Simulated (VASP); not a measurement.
# H21ClO10 in VASP: further runs

The runs below take H21ClO10 through single point, with r2SCAN.

Program: VASP 6.6.1. These are calculated values, not measurements. Logs are shortened: lines on timing, memory, paths and dates and some standing lists are left out, and cuts for length are marked.

## (1) The cell of the first run

The cell holds an amorphous packing of atoms, 32 atoms: a = 7.054 Å, b = 7.054 Å, c = 7.054 Å, α = 90.00°, β = 90.00°, γ = 90.00°.

## (2) Single point, r2SCAN

File POSCAR:

```
H21ClO10
1.0
    7.0540040000      0.0000000000      0.0000000000
    0.0000000000      7.0540040000      0.0000000000
    0.0000000000      0.0000000000      7.0540040000
O H Cl
10 21 1
Direct
    0.3307199712      0.3106462656      0.2679612884
    0.6977739168      0.7650265013      0.0611284031
    0.4784800235      0.8050321491      0.6887861135
    0.3578960261     -0.0451941904      1.0107592794
    0.3662742465      0.4404874168      0.8671387201
    0.9357664101      0.5487379933      0.6590299637
    0.7074988900      0.2669122388      0.8864610794
    0.9598378453      0.4668128909      0.2399063000
    0.2405867646      0.9076830691      0.3706405610
    1.0273030750      1.0554572977      0.8034160457
    0.3464131860      0.2521971918      0.1432094453
    0.2825345719      0.2119505461      0.3481001712
    0.6652675558      0.8755878222     -0.0165863246
    0.8051172072      0.7103908645     -0.0080096354
    0.3941165897      0.8246238590      0.5832999244
    0.6029199870      0.8170253377      0.6340370660
    0.2537991189      0.0028069165      0.9328602592
    0.3996878936     -0.1467535318      0.9329736700
    0.4205412982      0.5650974964      0.8410967728
    0.2817832255      0.4187550787      0.7561804615
    0.9698463454      0.5401045987      0.5204703598
    0.8812441842      0.4203144767      0.6788768478
    0.7179468568      0.3429541577      1.0017998289
    0.5856957269      0.3168555050      0.8375243337
    0.8734755467      0.3569320346      0.2591152486
    1.0827184107      0.4084063462      0.2188260738
    0.1320810138      0.8203993080      0.3691378684
    0.2984262555      0.8997584918      0.2427557455
    1.0025228225      0.9331154334      0.7583494424
    0.9231069333      1.1372548130      0.7785649115
    0.7488371144      0.8847740943      0.2384461364
    0.7833281637      0.9936342537      0.4047913781
```

File INCAR.step1:

```
SYSTEM = H21ClO10
ALGO = Normal ; EDIFF = 1E-4
ENCUT = 520 ; GGA = PE
ISMEAR = -1 ; LASPH = .TRUE.
LCHARG = .FALSE. ; LREAL = Auto
LWAVE = .TRUE. ; NBANDS = 66
NELM = 80 ; PREC = Accurate
SIGMA = 0.02
```

File INCAR.step2:

```
SYSTEM = H21ClO10
ALGO = Normal ; EDIFF = 1E-6
ENCUT = 520 ; ISIF = 2
ISMEAR = -1 ; ISTART = 1
LASPH = .TRUE. ; LCHARG = .TRUE.
LELF = .TRUE. ; LMIXTAU = .TRUE.
LREAL = Auto ; LVHAR = .TRUE.
LWAVE = .FALSE. ; METAGGA = R2SCAN
NBANDS = 66 ; NELM = 80
PREC = Accurate ; SIGMA = 0.02
```

File KPOINTS:

```
k-points
0
G
  1 1 1
  0 0 0
```

Potentials or basis: VASP PAW PBE potentials, release 64 (O, H, Cl).

The run is started by

```console
> cat potpaw_PBE.64/O/POTCAR potpaw_PBE.64/H/POTCAR potpaw_PBE.64/Cl/POTCAR > POTCAR
> cp INCAR.step1 INCAR
> mpirun -np 1 vasp_gam > vasp.out
> cp INCAR.step2 INCAR
> mpirun -np 1 vasp_gam > vasp.out
```

OUTCAR:

```text
SYSTEM = H21ClO10
   EDIFF = 1E-6
   ENCUT = 520
   ISIF = 2
   ISMEAR = -1
   ISTART = 1
   LASPH = .TRUE.
   LREAL = Auto
   METAGGA = R2SCAN
   NELM = 80
   PREC = Accurate

 ion  position               nearest neighbor table
   1  0.331  0.311  0.268-  12 0.96  11 0.98
   2  0.698  0.765  0.061-  14 0.98  13 0.98
   3  0.478  0.805  0.689-  16 0.96  15 0.96
   4  0.358  0.955  0.011-  18 0.95  17 0.98
   5  0.366  0.440  0.867-  19 0.98  20 1.00
   6  0.936  0.549  0.659-  22 0.99  21 1.01
   7  0.707  0.267  0.886-  23 0.98  24 0.99
   8  0.960  0.467  0.240-  26 0.97  25 1.00
   9  0.241  0.908  0.371-  27 0.98  28 0.99
  10  0.027  0.055  0.803-  29 0.94  30 0.95
  11  0.346  0.252  0.143-   1 0.98
  12  0.283  0.212  0.348-   1 0.96
  13  0.665  0.876  0.983-   2 0.98
  14  0.805  0.710  0.992-   2 0.98
  15  0.394  0.825  0.583-   3 0.96
  16  0.603  0.817  0.634-   3 0.96
[... 14 lines left out ...]
  31  0.749  0.885  0.238-  32 1.42
  32  0.783  0.994  0.405-  31 1.42

  LATTYP: Found a simple cubic cell.
 ALAT       =     7.0540040000

  Lattice vectors:

 A1 = (   7.0540040000,   0.0000000000,   0.0000000000)
 A2 = (   0.0000000000,   7.0540040000,   0.0000000000)
 A3 = (   0.0000000000,   0.0000000000,   7.0540040000)

Analysis of symmetry for initial positions (statically):
=====================================================================
 Subroutine PRICEL returns:
 Original cell was already a primitive cell.

 Routine SETGRP: Setting up the symmetry group for a
 simple cubic supercell.

 Subroutine GETGRP returns: Found  1 space group operations
 (whereof  1 operations were pure point group operations)
 out of a pool of 48 trial point group operations.

The static configuration has the point symmetry C_1 .

Analysis of symmetry for dynamics (positions and initial velocities):
=====================================================================
 Subroutine PRICEL returns:
 Original cell was already a primitive cell.

 Routine SETGRP: Setting up the symmetry group for a
 simple cubic supercell.

 Subroutine GETGRP returns: Found  1 space group operations
 (whereof  1 operations were pure point group operations)
 out of a pool of 48 trial point group operations.

The dynamic configuration has the point symmetry C_1 .

 Subroutine INISYM returns: Found  1 space group operations
 (whereof  1 operations are pure point group operations),
 and found     1 'primitive' translations

----------------------------------------------------------------------------------------

                                     Primitive cell

  volume of cell :     351.0000

  direct lattice vectors                    reciprocal lattice vectors
     7.054004000  0.000000000  0.000000000     0.141763458  0.000000000  0.000000000
     0.000000000  7.054004000  0.000000000     0.000000000  0.141763458  0.000000000
     0.000000000  0.000000000  7.054004000     0.000000000  0.000000000  0.141763458

  length of vectors
     7.054004000  7.054004000  7.054004000     0.141763458  0.141763458  0.141763458

  position of ions in fractional coordinates (direct lattice)
     0.330719971  0.310646266  0.267961288
     0.697773917  0.765026501  0.061128403
     0.478480023  0.805032149  0.688786114
     0.357896026  0.954805810  0.010759279
     0.366274246  0.440487417  0.867138720
     0.935766410  0.548737993  0.659029964
[... 24 lines left out ...]
     0.748837114  0.884774094  0.238446136
     0.783328164  0.993634254  0.404791378

  ion indices of the primitive-cell ions
   primitive index   ion index
                 1           1
                 2           2
                 3           3
                 4           4
                 5           5
                 6           6
[... 24 lines left out ...]
                31          31
                32          32

----------------------------------------------------------------------------------------

 KPOINTS: k-points

Automatic generation of k-mesh.
 Grid dimensions read from file:
 generate k-points for:    1    1    1

 Generating k-lattice:

  Cartesian coordinates                     Fractional coordinates (reciprocal lattice)
     0.141763458  0.000000000  0.000000000     1.000000000  0.000000000  0.000000000
     0.000000000  0.141763458  0.000000000     0.000000000  1.000000000  0.000000000
     0.000000000  0.000000000  0.141763458     0.000000000  0.000000000  1.000000000

  Length of vectors
     0.141763458  0.141763458  0.141763458

  Shift w.r.t. Gamma in fractional coordinates (k-lattice)
     0.000000000  0.000000000  0.000000000

 Subroutine IBZKPT returns following result:
 ===========================================

 Found      1 irreducible k-points:

 Following reciprocal coordinates:
            Coordinates               Weight
  0.000000  0.000000  0.000000      1.000000
   k-points           NKPTS =      1   k-points in BZ     NKDIM =      1   number of bands    NBANDS=     66
   number of dos      NEDOS =    301   number of ions     NIONS =     32
   total plane-waves  NPLWV = 157464
   dimension x,y,z NGX =    54 NGY =   54 NGZ =   54
   dimension x,y,z NGXF=   108 NGYF=  108 NGZF=  108
   ions per type =              10  21   1
   NGX,Y,Z   is equivalent  to a cutoff of  12.73, 12.73, 12.73 a.u.
   NGXF,Y,Z  is equivalent  to a cutoff of  25.45, 25.45, 25.45 a.u.
 SYSTEM =  H21ClO10
   PREC   = accura    normal or accurate (medium, high low for compatibility)
   ISTART =      1    job   : 0-new  1-cont  2-samecut
   ICHARG =      0    charge: 1-file 2-atom 10-const
   ISPIN  =      1    spin polarized calculation?
   LNONCOLLINEAR =      F non collinear calculations
   LSORBIT =      F    spin-orbit coupling
   LASPH  =      T    aspherical Exc in radial PAW
   ENCUT  =  520.0 eV  38.22 Ry    6.18 a.u.  13.12 13.12 13.12*2*pi/ulx,y,z
   NELM   =     80;   NELMIN=  2; NELMDL=  0     # of ELM steps
   EDIFF  = 0.1E-05   stopping-criterion for ELM
   LREAL  =      T    real-space projection
   EDIFFG = 0.1E-04   stopping-criterion for IOM
   NSW    =      0    number of steps for IOM
   IBRION =     -1    ionic relax: 0-MD 1-quasi-New 2-CG
   NFREE  =      0    steps in history (QN), initial steepest desc. (CG)
   ISIF   =      2    stress and relaxation
   ISYM   =      2    0-nonsym 1-usesym 2-fastsym
   POTIM  = 0.5000    time-step for ionic-motion
   TEBEG  =    0.0;   TEEND  =   0.0 temperature during run
   PSTRESS=    0.0 pullay stress
   NELECT =      88.0000    total number of electrons
   NUPDOWN=      -1.0000    fix difference up-down
   EMIN   =  10.00;   EMAX   =-10.00  energy-range for DOS
   EFERMI =   0.00;   METHOD = LEGACY
   ISMEAR =    -1;   SIGMA  =   0.02  broadening in eV -4-tet -1-fermi 0-gaus
   EFERMI_NEDOS =   21; number of points for ismear=-14 and -15
   IALGO  =     38    algorithm
   IMIX   =      4    mixing-type and parameters
     AMIX     =   0.40;   BMIX     =  1.00
     AMIX_MAG =   1.60;   BMIX_MAG =  1.00
  volume/ion in A,a.u.               =      10.97        74.02
  Fermi-wavevector in a.u.,A,eV,Ry     =   1.032286  1.950738 14.498563  1.065614
  Thomas-Fermi vector in A             =   2.166476
   LORBIT       =      0    0 simple, 1 ext, 2 COOP (PROOUT), +10 PAW based schemes
   METAGGA = R2SCAN    functional components
   LHFCALC =     F    Hartree Fock is set to
   AEXX    =    0.0000 exact exchange contribution
   IVDW    =     0    specifies the selected vdW correction
   LEPSILON=     F    determine dielectric tensor
   LRPA    =     F    only Hartree local field effects (RPA)
 non-spin polarized calculation
  energy-cutoff  :      520.00
  volume of cell :      351.00
 maximum number of plane-waves:      4730
 NGX is ok and might be reduce to    54
   NGX = 27   NGY = 27   NGZ = 27

 number of electron      87.9999999 magnetization

 Free energy of the ion-electron system (eV)
  ---------------------------------------------------
  ext. energy  EPLUGINS =         0.00000000
  ---------------------------------------------------
  free energy    TOTEN  =      -167.46031853 eV

  energy without entropy =     -167.46031853  energy(sigma->0) =     -167.46031853

 E-fermi :  -3.5309     XC(G=0):  -7.0319

 val. band max:       -4.0815363827   @ k =   0.0000   0.0000   0.0000
 cond. band min:       1.0544004630   @ k =   0.0000   0.0000   0.0000
 fundamental gap:      5.1359368457
 Fermi energy:        -3.5308509163

 k-point     1 :       0.0000    0.0000    0.0000
  band No.  band energies     occupation
      1     -24.7619      2.00000
      2     -24.0415      2.00000
      3     -23.8607      2.00000
      4     -23.7319      2.00000
      5     -23.5387      2.00000
      6     -23.4759      2.00000
[... 48 lines left out ...]
     55       6.0638      0.00000
     56       6.2094      0.00000
 [bands above 56 left out]

------------------------ aborting loop because EDIFF is reached ----------------------------------------

  FORCE on cell =-STRESS in cart. coord.  units (eV):
  Direction    XX          YY          ZZ          XY          YZ          ZX
  --------------------------------------------------------------------------------------
  -------------------------------------------------------------------------------------
  Total        0.0925154     -2.7792370     -4.5422172     -2.5003987     -0.4179625      0.0782184
  in kB        0.4222966    -12.6861273    -20.7334406    -11.4133398     -1.9078351      0.3570362
  external PRESSURE =     -10.9990904 kB  Pullay stress =       0.0000000 kB

 VOLUME and BASIS-vectors are now :
 -----------------------------------------------------------------------------
  energy-cutoff  :      520.00
  volume of cell :      351.00
      direct lattice vectors                 reciprocal lattice vectors
     7.054004000  0.000000000  0.000000000     0.141763458  0.000000000  0.000000000
     0.000000000  7.054004000  0.000000000     0.000000000  0.141763458  0.000000000
     0.000000000  0.000000000  7.054004000     0.000000000  0.000000000  0.141763458

 POSITION                                       TOTAL-FORCE (eV/Angst)
 -----------------------------------------------------------------------------------
      2.33290      2.19130      1.89020        -0.165808      0.305612     -0.743599
      4.92210      5.39650      0.43120         0.507783      0.653430     -0.558512
      3.37520      5.67870      4.85870         0.279858     -0.630338      0.546117
      2.52460      6.73520      0.07590        -0.776678      0.701005      0.592596
      2.58370      3.10720      6.11680        -0.561280     -0.075758     -1.258073
      6.60090      3.87080      4.64880         0.140303     -1.218809     -1.509241
[... 24 lines left out ...]
      5.28230      6.24120      1.68200         0.166455      0.178984      0.726182
      5.52560      7.00910      2.85540        -0.209545     -0.410581     -0.989079
 -----------------------------------------------------------------------------------
    total drift:                                0.003055      0.017737      0.004405

  FREE ENERGIE OF THE ION-ELECTRON SYSTEM (eV)
  ---------------------------------------------------
  free  energy   TOTEN  =      -167.4603185330 eV

  energy  without entropy=     -167.4603185330  energy(sigma->0) =     -167.46031853
```

Run time: 87 s. Hardware: 1 thread of Intel Xeon 6975P-C (Granite Rapids), shared host; peak memory 0.4 GiB.

What came out:

- Free energy: -167.4603 eV
- Pressure: -1.1 GPa
- Largest force: 1.998 eV/Å
- Band gap on the k mesh: 5.14 eV

Forces in eV/Å, atoms in the order of the input:
```
O   -0.166  0.306 -0.744
O    0.508  0.653 -0.559
O    0.280 -0.630  0.546
O   -0.777  0.701  0.593
O   -0.561 -0.076 -1.258
O    0.140 -1.219 -1.509
O   -0.264  0.629  0.059
O   -1.238 -0.832  0.249
O   -0.264 -0.807  0.167
O    1.654  0.692  0.881
H    0.093  0.186  0.508
H   -0.002 -0.669  0.185
H   -0.175 -0.148  0.221
H   -0.130 -0.093  0.560
H   -0.568  0.322 -0.722
H    0.256 -0.016 -0.178
H   -0.137  0.374  0.308
H    0.566 -0.653 -0.672
H   -0.143 -0.077 -0.165
H    0.600  0.246  1.097
H   -0.441  0.283  1.189
H    0.191  1.190  0.317
H    0.312 -0.390 -0.361
H    0.085 -0.382  0.159
H    0.803  0.938 -0.007
H    0.604 -0.066  0.046
H    0.629  0.694 -0.133
H   -0.314  0.051  0.168
H   -0.526 -1.277 -0.843
H   -0.974  0.303  0.160
H    0.166  0.179  0.726
Cl  -0.210 -0.411 -0.989
```

Caveat: the k points lie up to 0.89 Å⁻¹ apart; the PAW data sets were made with another functional, which shifts forces and pressure a little.

(Continued in part 2 of 2.)
